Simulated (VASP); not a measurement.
Crystal: SnTe.

```
Sn Te
1.0
     0.00000    3.15085    3.15085
     3.15085    0.00000    3.15085
     3.15085    3.15085    0.00000
Sn Te
1 1
Direct
  0.00000 0.00000 0.00000
  0.50000 0.50000 0.50000
```

Base run:

```yaml
Program: VASP 6.6.1
Functional: BLYP
Potentials_or_basis: VASP PAW PBE potentials, release 64 (Sn_d, Te)
Cutoff: 520 eV
k_mesh: 6 × 6 × 6
Occupations: fermi-dirac, width 0.1 eV
Spin: no spin polarisation
```

Its results: band gap on the k mesh 0.06 eV, direct; pressure 6.2 GPa.

Task: The run is repeated on the same cell with these changes: functional from BLYP to PBE; further incar settings from ALGO = Normal; EDIFF = 1e-06; NBANDS = 17 to ALGO = Normal; EDIFF = 1e-07; NBANDS = 17. What comes out?

Result: Band gap on the k mesh 0.10 eV, direct; pressure 2.3 GPa.

Caveats: spin-orbit coupling is left out, which moves the levels of the heavy elements; the PAW data sets were made with another functional, which shifts forces and pressure a little (some runs).

A k mesh can miss the band edges.
